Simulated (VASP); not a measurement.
The system is Al2B2As.

```xyz
5
Lattice="2.7720 0.0000 0.0000 0.0000 2.7720 0.0000 0.0000 0.0000 8.9310" Properties=species:S:1:pos:R:3 pbc="T T T"
Al    1.3860    1.3860    6.6239
Al    1.3860    1.3860    2.3071
B     0.0000    0.0000    4.4655
B     1.3860    1.3860    4.4655
As    0.0000    0.0000    0.0000
```

```yaml
Program: VASP 6.6.1
Task: relaxation of cell and atoms
Functional: PBE
Potentials_or_basis: VASP PAW PBE potentials, release 64 (Al, B, As)
Cutoff: 600 eV
k_mesh: 14 × 14 × 4
Occupations: gaussian, width 0.1 eV
Spin: no spin polarisation
```

At the start: pressure -0.5 GPa; volume 13.72 Å³/atom.

Where does the relaxation end?

Over 8 steps the energy falls by 2.2 meV/atom and the volume is 13.72 Å³/atom (-0.1 %); space group P4/mmm (No. 123, to 0.05 Å).

Step by step:
```tsv
step	energy change (eV)	largest force (eV/Å)	pressure (GPa)	volume (Å³)
1	0.0000	0.0710	-0.54	68.62
2	-0.0079	0.0068	0.30	68.17
3	-0.0086	0.0259	0.75	67.94
4	-0.0087	0.0200	0.67	67.98
5	-0.0104	0.0494	0.03	68.48
6	-0.0104	0.0540	-0.07	68.57
7	-0.0107	0.0398	-0.02	68.57
8	-0.0111	0.0066	0.08	68.59
```

Final structure:
```xyz
5
Lattice="2.7451 0.0000 0.0000 0.0000 2.7451 0.0000 0.0000 0.0000 9.1017" Properties=species:S:1:pos:R:3 pbc="T T T"
Al    1.3725    1.3725    6.7447
Al    1.3725    1.3725    2.3570
B     0.0000    0.0000    4.5509
B     1.3725    1.3725    4.5509
As    0.0000    0.0000    0.0000
```
